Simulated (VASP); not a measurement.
# W (Im-3m) in VASP: a series of runs

The runs below take W through single point, with r2SCAN.

Program: VASP 6.6.1. These are calculated values, not measurements. Logs are shortened: lines on timing, memory, paths and dates and some standing lists are left out, and cuts for length are marked.

**1. The cell of the first run**

It takes space group Im-3m (No. 229, cubic). The conventional cell has a = 3.170 Å, b = 3.170 Å, c = 3.170 Å, α = 90.00°, β = 90.00°, γ = 90.00°. W (site symmetry m-3m) has 14 W at 2.74 to 3.17 Å within 3.6 Å.

**2. Single point, r2SCAN**

Contents of POSCAR:

```
W
1.0
   -1.5848038465      1.5848038465      1.5848038465
    1.5848038465     -1.5848038465      1.5848038465
    1.5848038465      1.5848038465     -1.5848038465
W
1
Direct
    0.0000000000      0.0000000000      0.0000000000
```

Contents of INCAR.step1:

```
SYSTEM = W
ALGO = Normal
EDIFF = 1E-4
ENCUT = 520
GGA = PE
ISMEAR = -1
LASPH = .True.
LCHARG = .False.
LREAL = .False.
LWAVE = .True.
NBANDS = 13
NELM = 80
PREC = Accurate
SIGMA = 0.1
```

Contents of INCAR.step2:

```
SYSTEM = W
ALGO = Normal
EDIFF = 1E-6
ENCUT = 520
ISIF = 2
ISMEAR = -1
ISTART = 1
LASPH = .True.
LCHARG = .True.
LELF = .True.
LMIXTAU = .True.
LREAL = .False.
LVHAR = .True.
LWAVE = .False.
METAGGA = R2SCAN
NBANDS = 13
NELM = 80
PREC = Accurate
SIGMA = 0.1
```

Contents of KPOINTS:

```
k-points
0
Gamma
  2 2 2
  0 0 0
```

Potentials or basis: VASP PAW PBE potentials, release 64 (W_sv).

Started as:

```bash
$ cat potpaw_PBE.64/W_sv/POTCAR > POTCAR
$ cp INCAR.step1 INCAR
$ mpirun -np 1 vasp_std > vasp.out
$ cp INCAR.step2 INCAR
$ mpirun -np 1 vasp_std > vasp.out
```

OUTCAR:

```text
SYSTEM = W
   EDIFF = 1E-6
   ENCUT = 520
   ISIF = 2
   ISMEAR = -1
   ISTART = 1
   LASPH = .True.
   LREAL = .False.
   METAGGA = R2SCAN
   NELM = 80
   PREC = Accurate

 ion  position               nearest neighbor table
   1  0.000  0.000  0.000-

  LATTYP: Found a body centered cubic cell.
 ALAT       =     3.1696076930

  Lattice vectors:

 A1 = (  -1.5848038465,   1.5848038465,   1.5848038465)
 A2 = (   1.5848038465,  -1.5848038465,   1.5848038465)
 A3 = (   1.5848038465,   1.5848038465,  -1.5848038465)

Analysis of symmetry for initial positions (statically):
=====================================================================
 Subroutine PRICEL returns:
 Original cell was already a primitive cell.

 Routine SETGRP: Setting up the symmetry group for a
 body centered cubic supercell.

 Subroutine GETGRP returns: Found 48 space group operations
 (whereof 48 operations were pure point group operations)
 out of a pool of 48 trial point group operations.

The static configuration has the point symmetry O_h .

Analysis of symmetry for dynamics (positions and initial velocities):
=====================================================================
 Subroutine PRICEL returns:
 Original cell was already a primitive cell.

 Routine SETGRP: Setting up the symmetry group for a
 body centered cubic supercell.

 Subroutine GETGRP returns: Found 48 space group operations
 (whereof 48 operations were pure point group operations)
 out of a pool of 48 trial point group operations.

The dynamic configuration has the point symmetry O_h .

 Subroutine INISYM returns: Found 48 space group operations
 (whereof 48 operations are pure point group operations),
 and found     1 'primitive' translations

----------------------------------------------------------------------------------------

                                     Primitive cell

  volume of cell :      15.9216

  direct lattice vectors                    reciprocal lattice vectors
    -1.584803847  1.584803847  1.584803847     0.000000000  0.315496458  0.315496458
     1.584803847 -1.584803847  1.584803847     0.315496458  0.000000000  0.315496458
     1.584803847  1.584803847 -1.584803847     0.315496458  0.315496458  0.000000000

  length of vectors
     2.744960782  2.744960782  2.744960782     0.446179370  0.446179370  0.446179370

  position of ions in fractional coordinates (direct lattice)
     0.000000000  0.000000000  0.000000000

  ion indices of the primitive-cell ions
   primitive index   ion index
                 1           1

----------------------------------------------------------------------------------------

 KPOINTS: k-points

Automatic generation of k-mesh.
 Grid dimensions read from file:
 generate k-points for:    2    2    2

 Generating k-lattice:

  Cartesian coordinates                     Fractional coordinates (reciprocal lattice)
     0.000000000  0.157748229  0.157748229     0.500000000  0.000000000  0.000000000
     0.157748229  0.000000000  0.157748229     0.000000000  0.500000000  0.000000000
     0.157748229  0.157748229  0.000000000     0.000000000  0.000000000  0.500000000

  Length of vectors
     0.223089685  0.223089685  0.223089685

  Shift w.r.t. Gamma in fractional coordinates (k-lattice)
     0.000000000  0.000000000  0.000000000

 Subroutine IBZKPT returns following result:
 ===========================================

 Found      3 irreducible k-points:

 Following reciprocal coordinates:
            Coordinates               Weight
  0.000000  0.000000  0.000000      1.000000
  0.500000  0.000000  0.000000      6.000000
  0.500000  0.500000  0.500000      1.000000
   k-points           NKPTS =      3   k-points in BZ     NKDIM =      3   number of bands    NBANDS=     13
   number of dos      NEDOS =    301   number of ions     NIONS =      1
   total plane-waves  NPLWV =   8000
   dimension x,y,z NGX =    20 NGY =   20 NGZ =   20
   dimension x,y,z NGXF=    40 NGYF=   40 NGZF=   40
   ions per type =               1
   NGX,Y,Z   is equivalent  to a cutoff of  12.11, 12.11, 12.11 a.u.
   NGXF,Y,Z  is equivalent  to a cutoff of  24.23, 24.23, 24.23 a.u.
 SYSTEM =  W
   PREC   = accura    normal or accurate (medium, high low for compatibility)
   ISTART =      1    job   : 0-new  1-cont  2-samecut
   ICHARG =      0    charge: 1-file 2-atom 10-const
   ISPIN  =      1    spin polarized calculation?
   LNONCOLLINEAR =      F non collinear calculations
   LSORBIT =      F    spin-orbit coupling
   LASPH  =      T    aspherical Exc in radial PAW
   ENCUT  =  520.0 eV  38.22 Ry    6.18 a.u.   5.10  5.10  5.10*2*pi/ulx,y,z
   NELM   =     80;   NELMIN=  2; NELMDL=  0     # of ELM steps
   EDIFF  = 0.1E-05   stopping-criterion for ELM
   LREAL  =      F    real-space projection
   EDIFFG = 0.1E-04   stopping-criterion for IOM
   NSW    =      0    number of steps for IOM
   IBRION =     -1    ionic relax: 0-MD 1-quasi-New 2-CG
   NFREE  =      0    steps in history (QN), initial steepest desc. (CG)
   ISIF   =      2    stress and relaxation
   ISYM   =      2    0-nonsym 1-usesym 2-fastsym
   POTIM  = 0.5000    time-step for ionic-motion
   TEBEG  =    0.0;   TEEND  =   0.0 temperature during run
   PSTRESS=    0.0 pullay stress
   NELECT =      14.0000    total number of electrons
   NUPDOWN=      -1.0000    fix difference up-down
   EMIN   =  10.00;   EMAX   =-10.00  energy-range for DOS
   EFERMI =   0.00;   METHOD = LEGACY
   ISMEAR =    -1;   SIGMA  =   0.10  broadening in eV -4-tet -1-fermi 0-gaus
   EFERMI_NEDOS =   21; number of points for ismear=-14 and -15
   IALGO  =     38    algorithm
   IMIX   =      4    mixing-type and parameters
     AMIX     =   0.40;   BMIX     =  1.00
     AMIX_MAG =   1.60;   BMIX_MAG =  1.00
  volume/ion in A,a.u.               =      15.92       107.44
  Fermi-wavevector in a.u.,A,eV,Ry     =   1.568395  2.963836 33.468448  2.459862
  Thomas-Fermi vector in A             =   2.670432
   LORBIT       =      0    0 simple, 1 ext, 2 COOP (PROOUT), +10 PAW based schemes
   METAGGA = R2SCAN    functional components
   LHFCALC =     F    Hartree Fock is set to
   AEXX    =    0.0000 exact exchange contribution
   IVDW    =     0    specifies the selected vdW correction
   LEPSILON=     F    determine dielectric tensor
   LRPA    =     F    only Hartree local field effects (RPA)
 non-spin polarized calculation
  energy-cutoff  :      520.00
  volume of cell :       15.92
 maximum number of plane-waves:       436
   NGX = 11   NGY = 11   NGZ = 11

 number of electron      14.0000003 magnetization

 Free energy of the ion-electron system (eV)
  ---------------------------------------------------
  ext. energy  EPLUGINS =         0.00000000
  ---------------------------------------------------
  free energy    TOTEN  =       -50.85937345 eV

  energy without entropy =      -50.85885359  energy(sigma->0) =      -50.85911352

 E-fermi :  12.5472     XC(G=0): -15.0067

 val. band max:       11.6843489656   @ k =   0.5000   0.0000   0.0000
 cond. band min:      13.4135422136   @ k =   0.5000   0.0000   0.0000
 fundamental gap:      1.7291932480
 Fermi energy:        12.5471845683

 k-point     1 :       0.0000    0.0000    0.0000
  band No.  band energies     occupation
      1     -65.5635      2.00000
      2     -28.3222      2.00000
      3     -28.3222      2.00000
      4     -28.3222      2.00000
      5       1.1414      2.00000
      6       9.6751      2.00000
      7       9.6752      2.00000
      8       9.6752      2.00000
      9      13.6365      0.00004
     10      13.6367      0.00004
     11      26.5275      0.00000
     12      26.5275      0.00000
     13      26.5275      0.00000

 k-point     2 :       0.5000    0.0000    0.0000
  band No.  band energies     occupation
      1     -65.4202      2.00000
      2     -29.6265      2.00000
      3     -28.7474      2.00000
      4     -28.3281      2.00000
      5       4.6330      2.00000
      6       7.2912      2.00000
      7      11.6843      1.99964
      8      13.4135      0.00035
      9      14.4671      0.00000
     10      17.1318      0.00000
     11      22.5674      0.00000
     12      23.3507      0.00000
     13      28.6601      0.00000

 k-point     3 :       0.5000    0.5000    0.5000
  band No.  band energies     occupation
      1     -65.3135      2.00000
      2     -29.2384      2.00000
      3     -29.2384      2.00000
      4     -29.2384      2.00000
      5       5.2497      2.00000
      6       5.2500      2.00000
      7      16.1669      0.00000
      8      16.1669      0.00000
      9      16.1669      0.00000
     10      19.6207      0.00000
     11      19.6207      0.00000
     12      19.6207      0.00000
     13      28.5427      0.00000

------------------------ aborting loop because EDIFF is reached ----------------------------------------

  FORCE on cell =-STRESS in cart. coord.  units (eV):
  Direction    XX          YY          ZZ          XY          YZ          ZX
  --------------------------------------------------------------------------------------
  -------------------------------------------------------------------------------------
  Total        1.3500356      1.3500356      1.3500356      0.0000000     -0.0000000     -0.0000000
  in kB      135.8530115    135.8530115    135.8530115      0.0000000     -0.0000000     -0.0000000
  external PRESSURE =     135.8530115 kB  Pullay stress =       0.0000000 kB

 VOLUME and BASIS-vectors are now :
 -----------------------------------------------------------------------------
  energy-cutoff  :      520.00
  volume of cell :       15.92
      direct lattice vectors                 reciprocal lattice vectors
    -1.584803847  1.584803847  1.584803847     0.000000000  0.315496458  0.315496458
     1.584803847 -1.584803847  1.584803847     0.315496458  0.000000000  0.315496458
     1.584803847  1.584803847 -1.584803847     0.315496458  0.315496458  0.000000000

 POSITION                                       TOTAL-FORCE (eV/Angst)
 -----------------------------------------------------------------------------------
      0.00000      0.00000      0.00000        -0.000000      0.000000      0.000000
 -----------------------------------------------------------------------------------
    total drift:                                0.000000     -0.000000      0.000000

  FREE ENERGIE OF THE ION-ELECTRON SYSTEM (eV)
  ---------------------------------------------------
  free  energy   TOTEN  =       -50.8593734460 eV

  energy  without entropy=      -50.8588535878  energy(sigma->0) =      -50.85911352
```

It used 5.4 s of CPU time on 1 thread of Intel(R) Xeon(R) Platinum 8488C (Sapphire Rapids) (shared host).

What came out:

```
Free energy            : -50.8594 eV
Pressure               : 13.6 GPa
Band gap on the k mesh : zero (band 7 reaches 16.17 eV, above the bottom of band 8 at 9.68 eV)
```

Caveat: the k points lie up to 1.40 Å⁻¹ apart; the PAW data sets were made with another functional, which shifts forces and pressure a little; spin-orbit coupling is left out, which moves the levels of the heavy elements.

(Continued in part 2 of 2.)
